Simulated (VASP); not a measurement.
Wanted: the native input for a VASP 6.6.1 run.

- Task: single point
- Functional: PBE
- Potentials or basis: VASP PAW PBE potentials, release 64 (Mg, S)
- Cutoff: 520 eV
- k mesh: 8 × 8 × 8
- Occupations: gaussian, width 0.05 eV
- Spin: no spin polarisation
- Dipole correction: no
- Further INCAR settings: ALGO = Normal; EDIFF = 1e-07; NBANDS = 11

The structure of MgS lies in POSCAR:

```
MgS
1.0
    0.1352403689      2.6709972851      2.6709972851
    2.6709972851      0.1352403689      2.6709972851
    2.6709972851      2.6709972851      0.1352403689
Mg S
1 1
Direct
    0.0000000000      0.0000000000      0.0000000000
    0.5000000000      0.5000000000      0.5000000000
```

This cell differs from its parent crystal: ratio of the length along [111] to the lengths across it x 1.08, volume and fractional coordinates fixed.

One way to write it, as run:

INCAR

```
SYSTEM = MgS
ALGO = Normal
EDIFF = 1E-7
ENCUT = 520
GGA = PE
ISIF = 2
ISMEAR = 0
LASPH = .TRUE.
LCHARG = .TRUE.
LELF = .TRUE.
LREAL = .FALSE.
LVHAR = .TRUE.
LWAVE = .FALSE.
NBANDS = 11
NELM = 100
PREC = Accurate
SIGMA = 0.05
```

KPOINTS

```
k-points
0
G
  8 8 8
  0 0 0
```

Potentials or basis: VASP PAW PBE potentials, release 64 (Mg, S).

Launch:

```console
$ cat potpaw_PBE.64/Mg/POTCAR potpaw_PBE.64/S/POTCAR > POTCAR
$ mpirun -np 1 vasp_std > vasp.out
```

It gave:

```
Pressure               : 0.9 GPa
Band gap on the k mesh : 2.42 eV, indirect (least direct gap 3.28 eV)
```

Wall time 24 s on 1 thread of Intel Xeon 6975P-C (shared host), peak memory 0.17 GiB.
